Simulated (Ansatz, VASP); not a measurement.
## Two plane-wave programs on SnTe

The input INCAR:

```
SYSTEM = SnTe
PREC = Accurate
ENCUT = 520
EDIFF = 1E-6
ISMEAR = -1
SIGMA = 0.02
LREAL = .FALSE.
LASPH = .TRUE.
NELM = 80
ALGO = Normal
ISIF = 2
LWAVE = .FALSE.
LCHARG = .TRUE.
GGA = PE
LELF = .TRUE.
LVHAR = .TRUE.
NBANDS = 17
```

Contents of KPOINTS:

```
regular mesh
0
G
  6 6 6
  0 0 0
```

File POSCAR:

```
SnTe
1.0
    0.0000000000      3.1747877251      3.1747877251
    3.1747877251      0.0000000000      3.1747877251
    3.1747877251      3.1747877251      0.0000000000
Sn Te
1 1
Direct
    0.0000000000      0.0000000000      0.0000000000
    0.5000000000      0.5000000000      0.5000000000
```

Input for Ansatz:

```yaml
crystal:
  lattice:
    - [0.0, 3.1747877251, 3.1747877251]
    - [3.1747877251, 0.0, 3.1747877251]
    - [3.1747877251, 3.1747877251, 0.0]
  atoms:
    - { symbol: Sn, position: [0.0, 0.0, 0.0] }
    - { symbol: Te, position: [0.5, 0.5, 0.5] }
kpoints:
  mp_grid: { grid: [6, 6, 6] }
hamiltonian:
  xc: pbe
scf:
  occupations: { method: fermi_dirac, width: 0.02 }
  n_extra_bands: 4
output:
  forces: true
  stress: true
  eigenvalues: true
```

Alike in both runs: task single point; functional PBE; k mesh 6 × 6 × 6; occupations fermi-dirac, width 0.02 eV; no spin polarisation.

```csv
,VASP,Ansatz
version,VASP 6.6.1,Ansatz 0.2.0
potentials or method,"VASP PAW PBE potentials, release 64 (Sn_d, Te)","plane waves, PAW"
plane-wave cutoff (eV),520,420
valence electrons in the cell,20,30
```

|  | VASP | Ansatz | Ansatz less VASP |
| --- | --- | --- | --- |
| pressure (GPa) | 1.1 | 1.2 | +0.07 |

VASP's potentials hold 20 valence electrons a cell and Ansatz's 30, so a difference there can come from the potentials and not from the codes.

Neither program's run includes spin-orbit coupling.
